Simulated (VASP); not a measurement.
A run of VASP 6.6.1 is set up as follows.

File POSCAR:

```
Mn
1.0
    0.0000000000      2.5879850634      2.5879850634
    2.5879850634      0.0000000000      2.5879850634
    2.5879850634      2.5879850634      0.0000000000
Mn
2
Direct
    1.0000000000      0.0000000000      0.0000000000
    0.5000000000      0.5000000000      0.5000000000
```

The input INCAR.step1:

```
SYSTEM = Mn
ALGO = Normal
EDIFF = 1E-4
ENCUT = 520
GGA = PE
ISMEAR = -1
ISPIN = 2
LASPH = .True.
LCHARG = .False.
LMAXMIX = 4
LREAL = .False.
LWAVE = .True.
MAGMOM = 3.708 -3.708
NBANDS = 24
NELM = 150
PREC = Accurate
SIGMA = 0.05
```

File INCAR.step2:

```
SYSTEM = Mn
ALGO = Normal
EDIFF = 1E-6
ENCUT = 520
ISIF = 2
ISMEAR = -1
ISPIN = 2
ISTART = 1
LASPH = .True.
LCHARG = .False.
LMAXMIX = 4
LMIXTAU = .True.
LORBIT = 11
LREAL = .False.
LWAVE = .False.
MAGMOM = 3.708 -3.708
METAGGA = R2SCAN
NBANDS = 24
NELM = 150
PREC = Accurate
SIGMA = 0.05
```

Contents of KPOINTS:

```
k-points
0
Gamma
  12 12 12
  0 0 0
```

Potentials or basis: VASP PAW PBE potentials, release 64 (Mn_pv).

Launch:

```bash
$ cat potpaw_PBE.64/Mn_pv/POTCAR > POTCAR
$ cp INCAR.step1 INCAR
$ mpirun -np 1 vasp_std > vasp.out
$ cp INCAR.step2 INCAR
$ mpirun -np 1 vasp_std > vasp.out
```

Q: Predict the net moment.

A: 0.00 μB per cell.

Q: What does it give for the pressure?

A: -1.3 GPa.

Caveat: the antiferromagnetic order is the one typed at the start, and another may lie lower; the PAW data sets were made with another functional, which shifts forces and pressure a little.
